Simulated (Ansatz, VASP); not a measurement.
**Two plane-wave programs on TiTe**

```
Ti Te
1.0
     4.67733    0.00000    0.00000
    -2.33867    4.05069    0.00000
     0.00000    0.00000    7.66039
Ti Te
2 2
Direct
  0.66667 0.33333 0.00000
  0.33333 0.66667 0.50000
  0.66667 0.33333 0.62520
  0.33333 0.66667 0.12520
```

Alike in both runs: task single point; functional PBEsol; k mesh 5 × 5 × 3; occupations gaussian, width 0.05 eV; collinear spin; Hubbard terms Ti d U = 5.0 eV.

|  | VASP | Ansatz |
| --- | --- | --- |
| version | VASP 6.6.1 | Ansatz 0.2.0 |
| potentials or method | VASP PAW PBE potentials, release 64 (Ti_sv, Te), cutoff 520 eV | scalar-relativistic, plane waves, PAW |
| valence electrons in the cell | 36 | 56 |

Ansatz gave:

- gap on the k mesh at the Fermi level (eV): 2.77
- least direct gap on the mesh (eV): 2.95
- pressure (GPa): 0.8
- traceless stress, the component that is largest in VASP (GPa): -0.18
- rms of the force components (eV/Å): 0.028
- net moment per atom (μB): 0.00

Question: What did VASP give for the same quantities?

Answer: gap on the k mesh at the Fermi level (eV): 2.17; least direct gap on the mesh (eV): 2.17; pressure (GPa): 0.2; traceless stress, the component that is largest in VASP (GPa): -0.23; rms of the force components (eV/Å): 0.033; net moment per atom (μB): 0.00.

VASP's potentials were made for PBE, not for PBEsol. The programs project onto different local orbitals, so the same U acts differently, and such runs can settle in different states. Atom by atom the forces differ by 0.005 eV/Å (rms over components). VASP's potentials hold 36 valence electrons a cell and Ansatz's 56, so a difference there can come from the potentials and not from the codes. Ansatz's warnings: stress scf threshold loose.

Neither program's run includes spin-orbit coupling.
